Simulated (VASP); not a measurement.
# NaF (R3m) in VASP: a series of runs

NaF is run at these levels: PBE; tasks: single point.

Everything below comes from runs of VASP 6.6.1. Logs are shortened: lines on timing, memory, paths and dates and some standing lists are left out, and cuts for length are marked.

### 1 The cell of the first run

The structure is trigonal, space group R3m (No. 160). The conventional cell has a = 3.286 Å, b = 3.286 Å, c = 8.048 Å, α = 90.00°, β = 90.00°, γ = 120.00°. Na (site symmetry 3m) has 6 F at 2.27 to 2.38 Å within 3.0 Å. Within 3.0 Å of F (site symmetry 3m) lie 6 Na at 2.27 to 2.38 Å.

### 2 Single point, PBE (all Na atoms moved -0.100 Å, as atom 1 along Cartesian [1 1 1])

File INCAR:

```
SYSTEM = NaF
PREC = Accurate
ENCUT = 600
EDIFF = 1E-6
ISMEAR = 0
SIGMA = 0.05
LREAL = .False.
LASPH = .True.
NELM = 120
ALGO = Normal
ISIF = 2
LWAVE = .False.
LCHARG = .False.
GGA = PE
NBANDS = 14
GGA_COMPAT = .False.
```

File KPOINTS:

```
Automatic mesh
0
Gamma
  8 8 8
  0 0 0
```

File POSCAR:

```
NaF
1.0
    0.0000000000      2.3233000000      2.3233000000
    2.3233000000      0.0000000000      2.3233000000
    2.3233000000      2.3233000000      0.0000000000
Na F
1 1
Direct
   -0.0124252199     -0.0124252199     -0.0124252199
    0.5000000000      0.5000000000      0.5000000000
```

Potentials or basis: VASP PAW PBE potentials, release 64 (Na_pv, F).

Run with:

```
$ cat potpaw_PBE.64/Na_pv/POTCAR potpaw_PBE.64/F/POTCAR > POTCAR
$ mpirun -np 1 vasp_std > vasp.out
```

OUTCAR:

```text
SYSTEM = NaF
   PREC = Accurate
   ENCUT = 600
   EDIFF = 1E-6
   ISMEAR = 0
   LREAL = .False.
   LASPH = .True.
   NELM = 120
   ISIF = 2
   GGA = PE

 ion  position               nearest neighbor table
   1  0.988  0.988  0.988-   2 2.27   2 2.27   2 2.27
   2  0.500  0.500  0.500-   1 2.27   1 2.27   1 2.27

  LATTYP: Found a face centered cubic cell.
 ALAT       =     4.6466000000

  Lattice vectors:

 A1 = (   0.0000000000,   2.3233000000,   2.3233000000)
 A2 = (   2.3233000000,   0.0000000000,   2.3233000000)
 A3 = (   2.3233000000,   2.3233000000,   0.0000000000)

Analysis of symmetry for initial positions (statically):
=====================================================================
 Subroutine PRICEL returns:
 Original cell was already a primitive cell.

 Routine SETGRP: Setting up the symmetry group for a
 face centered cubic supercell.

 Subroutine GETGRP returns: Found  6 space group operations
 (whereof  6 operations were pure point group operations)
 out of a pool of 48 trial point group operations.

The static configuration has the point symmetry C_3v.

Analysis of symmetry for dynamics (positions and initial velocities):
=====================================================================
 Subroutine PRICEL returns:
 Original cell was already a primitive cell.

 Routine SETGRP: Setting up the symmetry group for a
 face centered cubic supercell.

 Subroutine GETGRP returns: Found  6 space group operations
 (whereof  6 operations were pure point group operations)
 out of a pool of 48 trial point group operations.

The dynamic configuration has the point symmetry C_3v.

 Subroutine INISYM returns: Found  6 space group operations
 (whereof  6 operations are pure point group operations),
 and found     1 'primitive' translations

----------------------------------------------------------------------------------------

                                     Primitive cell

  volume of cell :      25.0811

  direct lattice vectors                    reciprocal lattice vectors
     0.000000000  2.323300000  2.323300000    -0.215211122  0.215211122  0.215211122
     2.323300000  0.000000000  2.323300000     0.215211122 -0.215211122  0.215211122
     2.323300000  2.323300000  0.000000000     0.215211122  0.215211122 -0.215211122

  length of vectors
     3.285642369  3.285642369  3.285642369     0.372756598  0.372756598  0.372756598

  position of ions in fractional coordinates (direct lattice)
     0.987574780  0.987574780  0.987574780
     0.500000000  0.500000000  0.500000000

  ion indices of the primitive-cell ions
   primitive index   ion index
                 1           1
                 2           2

----------------------------------------------------------------------------------------

 KPOINTS: Automatic mesh

Automatic generation of k-mesh.
 Grid dimensions read from file:
 generate k-points for:    8    8    8

 Generating k-lattice:

  Cartesian coordinates                     Fractional coordinates (reciprocal lattice)
    -0.026901390  0.026901390  0.026901390     0.125000000  0.000000000  0.000000000
     0.026901390 -0.026901390  0.026901390     0.000000000  0.125000000  0.000000000
     0.026901390  0.026901390 -0.026901390     0.000000000  0.000000000  0.125000000

  Length of vectors
     0.046594575  0.046594575  0.046594575

  Shift w.r.t. Gamma in fractional coordinates (k-lattice)
     0.000000000  0.000000000  0.000000000

 Subroutine IBZKPT returns following result:
 ===========================================

 Found     65 irreducible k-points:

 Following reciprocal coordinates:
            Coordinates               Weight
  0.000000  0.000000  0.000000      1.000000
  0.125000  0.000000  0.000000      6.000000
  0.125000  0.125000  0.125000      2.000000
  0.250000  0.000000  0.000000      6.000000
  0.250000  0.250000  0.250000      2.000000
  0.375000  0.000000  0.000000      6.000000
[... 16 lines left out ...]
 -0.250000  0.125000  0.000000     12.000000
  0.125000  0.125000  0.375000      6.000000
 [... further k-points ...]
   k-points           NKPTS =     65   k-points in BZ     NKDIM =     65   number of bands    NBANDS=     14
   number of dos      NEDOS =    301   number of ions     NIONS =      2
   total plane-waves  NPLWV =  21952
   dimension x,y,z NGX =    28 NGY =   28 NGZ =   28
   dimension x,y,z NGXF=    56 NGYF=   56 NGZF=   56
   ions per type =               1   1
   NGX,Y,Z   is equivalent  to a cutoff of  14.17, 14.17, 14.17 a.u.
   NGXF,Y,Z  is equivalent  to a cutoff of  28.33, 28.33, 28.33 a.u.
 SYSTEM =  NaF
   PREC   = accura    normal or accurate (medium, high low for compatibility)
   ISTART =      0    job   : 0-new  1-cont  2-samecut
   ICHARG =      2    charge: 1-file 2-atom 10-const
   ISPIN  =      1    spin polarized calculation?
   LNONCOLLINEAR =      F non collinear calculations
   LSORBIT =      F    spin-orbit coupling
[... 64 lines left out ...]
      4     -21.0508      2.00000
      5      -2.1275      2.00000
      6      -2.1275      2.00000
      7      -2.1239      2.00000
      8       4.1324      0.00000
      9      16.8065      0.00000
     10      16.8065      0.00000
     11      16.8459      0.00000
     12      19.6318      0.00000
     13      21.8153      0.00000
     14      21.8153      0.00000

 k-point     2 :       0.1250    0.0000    0.0000
  band No.  band energies     occupation
      1     -21.5055      2.00000
      2     -21.0881      2.00000
      3     -21.0858      2.00000
      4     -20.8421      2.00000
      5      -2.4186      2.00000
      6      -2.1643      2.00000
      7      -2.1600      2.00000
      8       4.6749      0.00000
      9      15.0735      0.00000
     10      17.0348      0.00000
     11      17.0692      0.00000
     12      21.1827      0.00000
     13      21.2392      0.00000
     14      21.5691      0.00000

 k-point     3 :       0.1250    0.1250    0.1250
  band No.  band energies     occupation
      1     -21.5027      2.00000
      2     -21.0857      2.00000
      3     -21.0857      2.00000
      4     -20.8472      2.00000
      5      -2.4155      2.00000
      6      -2.1647      2.00000
      7      -2.1647      2.00000
      8       4.6760      0.00000
      9      15.0957      0.00000
     10      17.0408      0.00000
     11      17.0408      0.00000
     12      21.2328      0.00000
     13      21.2328      0.00000
     14      21.5238      0.00000

 k-point     4 :       0.2500    0.0000    0.0000
  band No.  band energies     occupation
      1     -21.7274      2.00000
      2     -21.0922      2.00000
      3     -21.0901      2.00000
      4     -20.5723      2.00000
      5      -3.0104      2.00000
      6      -2.2519      2.00000
      7      -2.2471      2.00000
      8       5.9871      0.00000
      9      12.9762      0.00000
     10      17.5273      0.00000
     11      17.5588      0.00000
     12      20.5947      0.00000
     13      20.5961      0.00000
     14      22.1205      0.00000

 k-point     5 :       0.2500    0.2500    0.2500
  band No.  band energies     occupation
      1     -21.7214      2.00000
      2     -21.0900      2.00000
      3     -21.0900      2.00000
      4     -20.5807      2.00000
      5      -3.0089      2.00000
      6      -2.2533      2.00000
      7      -2.2533      2.00000
      8       5.9907      0.00000
      9      12.9947      0.00000
     10      17.5533      0.00000
     11      17.5533      0.00000
[... 276 lines left out ...]
 k-point    22 :      -0.3750    0.5000   -0.3750
  band No.  band energies     occupation
      1     -21.8477      2.00000
      2     -21.1155      2.00000
      3     -21.0961      2.00000
      4     -20.3840      2.00000
      5      -3.5233      2.00000
      6      -2.4975      2.00000
      7      -2.3734      2.00000
      8       8.3739      0.00000
      9      10.9284      0.00000
     10      16.2632      0.00000
     11      18.0844      0.00000
     12      20.0210      0.00000
     13      20.5063      0.00000
     14      23.2591      0.00000

 k-point    23 :      -0.2500    0.1250    0.0000
  band No.  band energies     occupation
      1     -21.7740      2.00000
      2     -21.1127      2.00000
      3     -21.0904      2.00000
      4     -20.4910      2.00000
      5      -3.1986      2.00000
      6      -2.4067      2.00000
      7      -2.2891      2.00000
      8       6.8455      0.00000
      9      12.3201      0.00000
     10      16.3421      0.00000
     11      18.4204      0.00000
     12      19.5099      0.00000
     13      20.7108      0.00000
     14      23.3838      0.00000

 k-point    24 :       0.1250    0.1250    0.3750
  band No.  band energies     occupation
      1     -21.7712      2.00000
      2     -21.1133      2.00000
      3     -21.0892      2.00000
      4     -20.4945      2.00000
      5      -3.1996      2.00000
      6      -2.4042      2.00000
      7      -2.2937      2.00000
      8       6.8475      0.00000
      9      12.3202      0.00000
     10      16.4149      0.00000
     11      18.3542      0.00000
     12      19.4737      0.00000
     13      20.7160      0.00000
     14      23.3971      0.00000

 [... further k-points ...]
[... 5 lines left out ...]
  --------------------------------------------------------------------------------------
  -------------------------------------------------------------------------------------
  Total        0.2748253      0.2748253      0.2748253     -0.0138481     -0.0138481     -0.0138481
  in kB       17.5558310     17.5558310     17.5558310     -0.8846193     -0.8846193     -0.8846193
  external PRESSURE =      17.5558310 kB  Pullay stress =       0.0000000 kB

 VOLUME and BASIS-vectors are now :
 -----------------------------------------------------------------------------
  energy-cutoff  :      600.00
  volume of cell :       25.08
      direct lattice vectors                 reciprocal lattice vectors
     0.000000000  2.323300000  2.323300000    -0.215211122  0.215211122  0.215211122
     2.323300000  0.000000000  2.323300000     0.215211122 -0.215211122  0.215211122
     2.323300000  2.323300000  0.000000000     0.215211122  0.215211122 -0.215211122

 POSITION                                       TOTAL-FORCE (eV/Angst)
 -----------------------------------------------------------------------------------
      4.58886      4.58886      4.58886         0.134930      0.134930      0.134930
      2.32330      2.32330      2.32330        -0.134930     -0.134930     -0.134930
 -----------------------------------------------------------------------------------
    total drift:                                0.000051      0.000051      0.000051

  FREE ENERGIE OF THE ION-ELECTRON SYSTEM (eV)
  ---------------------------------------------------
  free  energy   TOTEN  =        -8.5543153782 eV

  energy  without entropy=       -8.5543153782  energy(sigma->0) =       -8.55431538
```

Wall time 16 s (1 thread of AMD EPYC 9R45 (Zen 5), shared host); peak memory 0.13 GiB.

What came out:

```yaml
Free_energy: -8.5543 eV
Pressure: 1.8 GPa
Largest_force: 0.234 eV/Å
Band_gap_on_the_k_mesh: 6.26 eV, direct
```

Forces in eV/Å, atoms in the order of the input:
```
Na   0.135  0.135  0.135
F   -0.135 -0.135 -0.135
```

Levels at points of the mesh, in eV from the valence-band top:
```tsv
k point	band 5	band 6	band 7	band 8	band 9	band 10
(0.00, 0.00, 0.00)	0.00	0.00	0.00	6.26	18.93	18.93
(0.50, 0.00, 0.00)	-1.57	-0.25	-0.24	10.73	12.39	19.97
(0.50, 0.50, 0.50)	-1.57	-0.25	-0.25	10.74	12.40	20.03
(0.50, 0.50, 0.00)	-1.26	-0.40	-0.40	13.05	13.30	13.53
```

Caveat: the cell differs from its parent crystal (all Na atoms moved -0.100 Å, as atom 1 along Cartesian [1 1 1]).

### 3 Single point, PBE (all Na atoms moved +0.050 Å, as atom 1 along Cartesian [1 1 1])

File INCAR:

```
SYSTEM = NaF
PREC     = Accurate       ! precision mode
ENCUT    = 600            ! plane-wave cutoff, eV
EDIFF    = 1E-6           ! SCF threshold, eV
ISMEAR   = 0              ! smearing method
SIGMA    = 0.05           ! smearing width, eV
LREAL    = .False.        ! projectors in reciprocal space
LASPH    = .True.         ! aspherical terms in the spheres
NELM     = 120            ! most SCF steps
ALGO     = Normal         ! electronic algorithm
ISIF     = 2              ! what is computed and relaxed
LWAVE    = .False.        ! write WAVECAR
LCHARG   = .False.        ! write CHGCAR
GGA      = PE             ! functional
NBANDS   = 14             ! bands
GGA_COMPAT= .False.
```

File KPOINTS:

```
regular mesh
0
Gamma
  8 8 8
  0 0 0
```

Changes to POSCAR since step 2:

```diff
@@ -8,3 +8,3 @@
 Direct
-   -0.0124252199     -0.0124252199     -0.0124252199
+    0.0062126100      0.0062126100      0.0062126100
     0.5000000000      0.5000000000      0.5000000000
```

Potentials or basis: VASP PAW PBE potentials, release 64 (Na_pv, F).

Run with:

```
$ cat potpaw_PBE.64/Na_pv/POTCAR potpaw_PBE.64/F/POTCAR > POTCAR
$ mpirun -np 1 vasp_std > vasp.out
```

It took 16 s on 1 thread of AMD EPYC 9R45 (Zen 5), shared host; peak memory 0.13 GiB.

It converged, with:

```yaml
Free_energy: -8.5631 eV
Pressure: 1.5 GPa
Largest_force: 0.117 eV/Å
Band_gap_on_the_k_mesh: 6.26 eV, direct
```

Forces in eV/Å, atoms in the order of the input:
```
Na  -0.068 -0.068 -0.068
F    0.068  0.068  0.068
```

Levels at points of the mesh, in eV from the valence-band top:
```
           k point  band 3  band 4  band 5  band 6  band 7  band 8  band 9  band 10  band 11  band 12
(0.00, 0.00, 0.00)  -18.97  -18.96    0.00    0.00    0.00    6.26   18.92    18.92    18.93    21.77
(0.50, 0.00, 0.00)  -18.98  -18.19   -1.57   -0.25   -0.25   10.73   12.40    20.01    20.02    22.84
(0.50, 0.50, 0.50)  -18.98  -18.20   -1.57   -0.25   -0.25   10.74   12.40    20.02    20.02    22.82
(0.50, 0.50, 0.00)  -19.02  -18.88   -1.26   -0.40   -0.40   13.08   13.28    13.53    19.66    19.67
```

Caveat: the cell differs from its parent crystal (all Na atoms moved +0.050 Å, as atom 1 along Cartesian [1 1 1]).

### 4 Single point, PBE (all Na atoms moved +0.125 Å, as atom 1 along Cartesian [1 1 1])

File INCAR:

```
SYSTEM = NaF
ALGO = Normal
EDIFF = 1E-6
ENCUT = 600
GGA = PE
GGA_COMPAT = .False.
ISIF = 2
ISMEAR = 0
LASPH = .True.
LCHARG = .False.
LREAL = .False.
LWAVE = .False.
NBANDS = 14
NELM = 120
PREC = Accurate
SIGMA = 0.05
```

File KPOINTS:

```
k-points
0
Gamma
  8 8 8
  0 0 0
```

Changes to POSCAR since step 3:

```diff
@@ -8,3 +8,3 @@
 Direct
-    0.0062126100      0.0062126100      0.0062126100
+    0.0155315249      0.0155315249      0.0155315249
     0.5000000000      0.5000000000      0.5000000000
```

Run with:

```
$ cat potpaw_PBE.64/Na_pv/POTCAR potpaw_PBE.64/F/POTCAR > POTCAR
$ mpirun -np 1 vasp_std > vasp.out
```

Run time: 16 s. Hardware: 1 thread of AMD EPYC 9R45 (Zen 5), shared host; peak memory 0.13 GiB.

The run converged. Its results:

```yaml
Free_energy: -8.5478 eV
Pressure: 1.9 GPa
Largest_force: 0.292 eV/Å
Band_gap_on_the_k_mesh: 6.26 eV, direct
```

Forces in eV/Å, atoms in the order of the input:
```
Na  -0.168 -0.168 -0.168
F    0.168  0.168  0.168
```

Stress tensor (GPa, compression positive):
```
 1.92 -0.14 -0.14
-0.14  1.92 -0.14
-0.14 -0.14  1.92
```

Levels at points of the mesh, in eV from the valence-band top:
| k point | band 4 | band 5 | band 6 | band 7 | band 8 | band 9 | band 10 | band 11 |
| --- | --- | --- | --- | --- | --- | --- | --- | --- |
| (0.00, 0.00, 0.00) | -18.91 | -0.01 | -0.01 | 0.00 | 6.26 | 18.94 | 18.94 | 19.00 |
| (0.50, 0.00, 0.00) | -18.18 | -1.57 | -0.25 | -0.24 | 10.73 | 12.38 | 19.94 | 20.01 |
| (0.50, 0.50, 0.50) | -18.19 | -1.57 | -0.25 | -0.25 | 10.75 | 12.40 | 20.03 | 20.03 |
| (0.50, 0.50, 0.00) | -18.79 | -1.26 | -0.40 | -0.40 | 13.03 | 13.31 | 13.53 | 19.65 |

Caveat: the cell differs from its parent crystal (all Na atoms moved +0.125 Å, as atom 1 along Cartesian [1 1 1]).

### 5 Single point, PBE (all Na atoms moved +0.075 Å, as atom 1 along Cartesian [1 1 1])

File INCAR:

```
  PREC = Accurate
  ENCUT = 600
  EDIFF = 1E-6
  ISMEAR = 0
  SIGMA = 0.05
  LREAL = False
  LASPH = True
  NELM = 120
  ALGO = Normal
  ISIF = 2
  LWAVE = False
  LCHARG = False
  GGA = PE
  NBANDS = 14
  GGA_COMPAT = False
```

File KPOINTS:

```
Automatic mesh
0
Gamma
  8 8 8
```

Changes to POSCAR since step 4:

```diff
@@ -8,3 +8,3 @@
 Direct
-    0.0155315249      0.0155315249      0.0155315249
+    0.0093189149      0.0093189149      0.0093189149
     0.5000000000      0.5000000000      0.5000000000
```

Run with:

```
$ cat potpaw_PBE.64/Na_pv/POTCAR potpaw_PBE.64/F/POTCAR > POTCAR
$ mpirun -np 1 vasp_std > vasp.out
```

Run time: 16 s. Hardware: 1 thread of AMD EPYC 9R45 (Zen 5), shared host; peak memory 0.13 GiB.

The run converged. Its results:

| Quantity | Value |
| --- | --- |
| Free energy | -8.5594 eV |
| Pressure | 1.6 GPa |
| Largest force | 0.175 eV/Å |
| Band gap on the k mesh | 6.26 eV, direct |

Forces on the atoms (eV/Å):
```
Na  -0.101 -0.101 -0.101
F    0.101  0.101  0.101
```

Levels at points of the mesh, in eV from the valence-band top:
```csv
k point,band 3,band 4,band 5,band 6,band 7,band 8,band 9,band 10,band 11,band 12
"(0.00, 0.00, 0.00)",-18.96,-18.94,0.00,0.00,0.00,6.26,18.93,18.93,18.95,21.76
"(0.50, 0.00, 0.00)",-18.98,-18.19,-1.57,-0.25,-0.25,10.73,12.39,19.99,20.02,22.86
"(0.50, 0.50, 0.50)",-18.98,-18.19,-1.57,-0.25,-0.25,10.74,12.40,20.02,20.02,22.83
"(0.50, 0.50, 0.00)",-19.02,-18.85,-1.26,-0.40,-0.40,13.06,13.29,13.53,19.66,19.69
```

Caveat: the cell differs from its parent crystal (all Na atoms moved +0.075 Å, as atom 1 along Cartesian [1 1 1]).

### 6 Single point, PBE (all Na atoms moved +0.025 Å, as atom 1 along Cartesian [1 1 1])

File INCAR:

```
SYSTEM = NaF
PREC     = Accurate       ! precision mode
ENCUT    = 600            ! plane-wave cutoff, eV
EDIFF    = 1E-6           ! SCF threshold, eV
ISMEAR   = 0              ! smearing method
SIGMA    = 0.05           ! smearing width, eV
LREAL    = .False.        ! projectors in reciprocal space
LASPH    = .True.         ! aspherical terms in the spheres
NELM     = 120            ! most SCF steps
ALGO     = Normal         ! electronic algorithm
ISIF     = 2              ! what is computed and relaxed
LWAVE    = .False.        ! write WAVECAR
LCHARG   = .True.         ! write CHGCAR
GGA      = PE             ! functional
LELF     = .True.         ! ELF
LVHAR    = .True.       
NBANDS   = 14             ! bands
GGA_COMPAT= .False.
```

File KPOINTS:

```
regular mesh
0
Gamma
  8 8 8
  0 0 0
```

Changes to POSCAR since step 5:

```diff
@@ -8,3 +8,3 @@
 Direct
-    0.0093189149      0.0093189149      0.0093189149
+    0.0031063050      0.0031063050      0.0031063050
     0.5000000000      0.5000000000      0.5000000000
```

Potentials or basis: VASP PAW PBE potentials, release 64 (Na_pv, F).

Run with:

```
$ cat potpaw_PBE.64/Na_pv/POTCAR potpaw_PBE.64/F/POTCAR > POTCAR
$ mpirun -np 1 vasp_std > vasp.out
```

It took 17 s on 1 thread of AMD EPYC 9R45 (Zen 5), shared host; peak memory 0.13 GiB.

Results (log left out):

| Item | Value |
| --- | --- |
| Free energy | -8.5653 eV |
| Pressure | 1.5 GPa |
| Largest force | 0.059 eV/Å |
| Band gap on the k mesh | 6.26 eV, direct |

Forces in eV/Å, atoms in the order of the input:
```
Na  -0.034 -0.034 -0.034
F    0.034  0.034  0.034
```

Levels at points of the mesh, in eV from the valence-band top:
| k point | band 5 | band 6 | band 7 | band 8 | band 9 | band 10 |
| --- | --- | --- | --- | --- | --- | --- |
| (0.00, 0.00, 0.00) | 0.00 | 0.00 | 0.00 | 6.26 | 18.92 | 18.92 |
| (0.50, 0.00, 0.00) | -1.57 | -0.25 | -0.25 | 10.73 | 12.40 | 20.02 |
| (0.50, 0.50, 0.50) | -1.57 | -0.25 | -0.25 | 10.73 | 12.40 | 20.02 |
| (0.50, 0.50, 0.00) | -1.26 | -0.40 | -0.40 | 13.08 | 13.28 | 13.53 |

Caveat: the cell differs from its parent crystal (all Na atoms moved +0.025 Å, as atom 1 along Cartesian [1 1 1]).
